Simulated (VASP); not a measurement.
Ca3AsP: single point with PBE

Ca3AsP:

```xyz
5
Lattice="5.3339 0.0000 0.0000 0.0000 5.3339 0.0000 0.0000 0.0000 5.3339" Properties=species:S:1:pos:R:3 pbc="T T T"
Ca    0.0000    2.6669    2.6669
Ca    2.6669    0.0000    2.6669
Ca    2.6669    2.6669    0.0000
P     2.6669    2.6669    2.6669
As    0.0000    0.0000    0.0000
```

| Property | Result |
| --- | --- |
| Program | VASP 6.6.1 |
| Task | single point |
| Functional | PBE |
| Potentials or basis | VASP PAW PBE potentials, release 64 (Ca_sv, P, As) |
| Cutoff | 500 eV |
| k mesh | 4 × 4 × 4 |
| Occupations | fermi-dirac, width 0.025852 eV |
| Spin | no spin polarisation |

| Property | Result |
| --- | --- |
| Pressure | 0.0 GPa |
| Band gap on the k mesh | 0.18 eV |

Levels at points of the mesh, in eV from the valence-band top:
| k point | band 17 | band 18 | band 19 | band 20 | band 21 | band 22 | band 23 | band 24 |
| --- | --- | --- | --- | --- | --- | --- | --- | --- |
| (0.00, 0.00, 0.00) | -1.72 | 0.00 | 0.00 | 0.00 | 0.18 | 0.89 | 0.89 | 1.09 |
| (0.50, 0.00, 0.00) | -1.69 | -1.69 | -0.81 | -0.81 | 1.37 | 1.49 | 1.78 | 2.63 |
| (0.50, 0.50, 0.00) | -1.88 | -1.13 | -1.13 | -0.77 | 1.89 | 1.89 | 1.92 | 2.14 |
| (0.50, 0.50, 0.50) | -3.19 | -1.39 | -1.39 | -1.39 | 2.18 | 2.18 | 2.18 | 2.46 |

It took 64 s on 1 thread of Intel Xeon 8259CL, with other jobs on the host, peak memory 0.25 GiB.
